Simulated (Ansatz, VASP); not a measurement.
Two plane-wave programs on CdTe

Contents of INCAR:

```
SYSTEM = CdTe
  PREC = Accurate
  ENCUT = 500
  EDIFF = 1E-6
  ISMEAR = 0
  SIGMA = 0.1
  LREAL = .FALSE.
  LASPH = .TRUE.
  NELM = 120
  ALGO = Normal
  ISIF = 2
  LWAVE = .FALSE.
  LCHARG = .FALSE.
  GGA = PE
  NBANDS = 16
  GGA_COMPAT = .FALSE.
```

Contents of KPOINTS:

```
Automatic mesh
0
G
  6 6 6
  0 0 0
```

The input POSCAR:

```
CdTe
1.0
    0.0000000000      3.2821135600      3.2821135600
    3.2821135600      0.0000000000      3.2821135600
    3.2821135600      3.2821135600      0.0000000000
Cd Te
1 1
Direct
    0.0000000000      0.0000000000      0.0000000000
    0.2500000000      0.2500000000      0.2500000000
```

Input for Ansatz:

```yaml
crystal:
  lattice:
    - [0.0, 3.28211356, 3.28211356]
    - [3.28211356, 0.0, 3.28211356]
    - [3.28211356, 3.28211356, 0.0]
  atoms:
    - { symbol: Cd, position: [0.0, 0.0, 0.0] }
    - { symbol: Te, position: [0.25, 0.25, 0.25] }
basis:
  ecutwfc: 420
kpoints:
  mp_grid: { grid: [6, 6, 6] }
hamiltonian:
  xc: pbe
  pseudopotentials: { kind: paw }
scf:
  occupations: { method: gaussian, width: 0.1 }
output:
  forces: true
  stress: true
  eigenvalues: true
```

Alike in both runs: task single point; functional PBE; k mesh 6 × 6 × 6; occupations gaussian, width 0.1 eV; no spin polarisation.

|  | VASP | Ansatz |
| --- | --- | --- |
| version | VASP 6.6.1 | Ansatz 0.2.0 |
| potentials or method | VASP PAW PBE potentials, release 64 (Cd, Te), cutoff 500 eV | scalar-relativistic, plane waves, PAW |
| valence electrons in the cell | 18 | 36 |

Ansatz gave:

| Item | Value |
| --- | --- |
| gap on the k mesh at the Fermi level (eV) | 0.66 |
| least direct gap on the mesh (eV) | 0.66 |
| pressure (GPa) | 0.9 |

Problem. What did VASP give for the same quantities?

Solution. gap on the k mesh at the Fermi level (eV): 0.65; least direct gap on the mesh (eV): 0.65; pressure (GPa): 1.1.

The functional is the same, so the differences come from potentials, cutoffs and numerics. VASP's potentials hold 18 valence electrons a cell and Ansatz's 36, so a difference there can come from the potentials and not from the codes.

Spin-orbit coupling is off throughout.
